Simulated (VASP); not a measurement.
# Sb: single point with PBEsol-based screened hybrid with 25 % exact exchange

Sb:

```
Sb
1.0
     0.00000    2.37124    2.37124
     2.37124    0.00000    2.37124
     2.37124    2.37124    0.00000
Sb
1
Direct
  0.00000 0.00000 0.00000
```

This isn't the form of Sb at room conditions, which is rhombohedral.

* Program: VASP 6.6.1
* Task: single point
* Functional: PBEsol-based screened hybrid with 25 % exact exchange
* Potentials or basis: VASP PAW PBE potentials, release 64 (Sb)
* Cutoff: 520 eV
* k mesh: 5 × 5 × 5
* Occupations: fermi-dirac, width 0.05 eV
* Spin: no spin polarisation

* Pressure: -2.9 GPa
* Band gap on the k mesh: zero (an odd number of electrons rules out a gap without spin polarisation)

Levels at points of the mesh, in eV from the Fermi level:
| k point | band 1 | band 2 | band 3 | band 4 | band 5 |
| --- | --- | --- | --- | --- | --- |
| (0.00, 0.00, 0.00) | -14.32 | 6.28 | 6.28 | 6.28 | 10.90 |

It took 81 s on 1 thread of Intel(R) Xeon(R) Platinum 8488C (Sapphire Rapids) (shared host), peak memory 0.25 GiB.

Caveat: the k points lie up to 0.46 Å⁻¹ apart, too coarse for converged energies and pressures of a metal; the PAW data sets were made with another functional, which shifts forces and pressure a little; spin-orbit coupling is left out, which moves the levels of the heavy elements.
